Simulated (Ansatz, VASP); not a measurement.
# One calculation of BeS, two programs

```
Be S
1.0
     3.46216    0.00000    0.00000
    -1.73108    2.99832    0.00000
     0.00000    0.00000    6.99243
Be S
2 2
Direct
  0.33333 0.66667 0.25000
  0.66667 0.33333 0.75000
  0.66667 0.33333 0.25000
  0.33333 0.66667 0.75000
```

Alike in both runs: task single point; functional PBE; k mesh 12 × 12 × 4; no spin polarisation.

|  | VASP | Ansatz |
| --- | --- | --- |
| version | VASP 6.6.1 | Ansatz 0.2.0 |
| potentials or method | VASP PAW PBE potentials, release 64 (Be, S) | plane waves, PAW |
| plane-wave cutoff (eV) | 520 | 420 |
| occupations | gaussian, width 0.01 eV | fixed |
| valence electrons in the cell | 16 | 16 |

Ansatz gave:

* gap on the k mesh at the Fermi level (eV): 3.91
* pressure (GPa): 0.5
* traceless stress, the component that is largest in VASP (GPa): 0.06

Which values does VASP return?

gap on the k mesh at the Fermi level (eV): 3.94; pressure (GPa): 0.5; traceless stress, the component that is largest in VASP (GPa): 0.03.
